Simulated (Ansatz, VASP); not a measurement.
**KMgF3: VASP beside Ansatz**

Contents of INCAR:

```
SYSTEM = KMgF3
ALGO = Normal
EDIFF = 1E-6
ENCUT = 520
GGA = PS
ISIF = 2
ISMEAR = 0
LASPH = .True.
LCHARG = .False.
LREAL = .False.
LWAVE = .False.
NBANDS = 24
NELM = 80
PREC = Accurate
SIGMA = 0.05
```

Contents of KPOINTS:

```
k-points
0
Gamma
  6 6 6
  0 0 0
```

POSCAR

```
KMgF3
1.0
    4.0982375003      0.0000000000      0.0000000000
    0.0000000000      4.0982375003      0.0000000000
    0.0000000000      0.0000000000      3.7703785003
K Mg F
1 1 3
Direct
    0.5000000000      0.5000000000      0.5000000000
    0.0000000000      0.0000000000      0.0000000000
    0.5000000000      0.0000000000      0.0000000000
    0.0000000000      0.5000000000      0.0000000000
    0.0000000000      0.0000000000      0.5000000000
```

Input for Ansatz:

```yaml
crystal:
  lattice:
    - [4.0982375003, 0.0, 0.0]
    - [0.0, 4.0982375003, 0.0]
    - [0.0, 0.0, 3.7703785003]
  atoms:
    - { symbol: K, position: [0.5, 0.5, 0.5] }
    - { symbol: Mg, position: [0.0, 0.0, 0.0] }
    - { symbol: F, position: [0.5, 0.0, 0.0] }
    - { symbol: F, position: [0.0, 0.5, 0.0] }
    - { symbol: F, position: [0.0, 0.0, 0.5] }
basis:
  ecutwfc: 420
kpoints:
  mp_grid: { grid: [6, 6, 6] }
hamiltonian:
  xc: pbesol
scf:
  occupations: { method: gaussian, width: 0.05 }
output:
  forces: true
  stress: true
  eigenvalues: true
```

Alike in both runs: task single point; functional PBEsol; k mesh 6 × 6 × 6; occupations gaussian, width 0.05 eV; no spin polarisation.

|  | VASP | Ansatz |
| --- | --- | --- |
| version | VASP 6.6.1 | Ansatz 0.2.0 |
| potentials or method | VASP PAW PBE potentials, release 64 (K_sv, Mg, F), cutoff 520 eV | scalar-relativistic, plane waves, PAW |
| valence electrons in the cell | 32 | 40 |

VASP gave:

```
gap on the k mesh at the Fermi level (eV)                     : 7.09
least direct gap on the mesh (eV)                             : 7.41
pressure (GPa)                                                : 0.8
traceless stress, the component that is largest in VASP (GPa) : 6.43
```

What did Ansatz give for the same quantities?

gap on the k mesh at the Fermi level (eV): 7.11; least direct gap on the mesh (eV): 7.43; pressure (GPa): 1.1; traceless stress, the component that is largest in VASP (GPa): 6.42.

VASP's potentials were made for PBE, not for PBEsol. VASP's potentials hold 32 valence electrons a cell and Ansatz's 40, so a difference there can come from the potentials and not from the codes.
